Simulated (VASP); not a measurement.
Runs of VASP 6.6.1 on AlCo. The structure is that of space group Pm-3m (No. 221), or close to it. The cells are those of the table. 

```tsv
task	cell	k mesh	cutoff (eV)	gap on the mesh (eV)	pressure (GPa)
single point	a = 2.878 Å, 2 atoms	14 × 14 × 14	520	none	-9.9
relaxation of cell and atoms	relaxed to -2 GPa from a = 2.841 Å, 2 atoms	14 × 14 × 14	600	none	-2.0
single point	a = 2.851, b = 2.816, c = 2.816 Å, 2 atoms	18 × 18 × 18	520	none	-0.9
single point	a = 2.879, b = 2.808, c = 2.808 Å, 2 atoms	18 × 18 × 18	520	none	(a)
single point	a = 2.766, b = 2.839, c = 2.839 Å, 2 atoms	18 × 18 × 18	520	none	1.9
```

Alike in all rows: level PBEsol; potentials or basis VASP PAW PBE potentials, release 64 (Al, Co); no spin polarisation; smearing gaussian 0.1 eV.

Question: Fill in the values left out.

Answer: (a) -2.1.

Caveats: the PAW data sets were made with another functional, which shifts forces and pressure a little; the cell is relaxed towards a set pressure, so the enthalpy falls and the energy may rise (some runs).

A gap of «none» marks levels without a gap at the run's occupations.
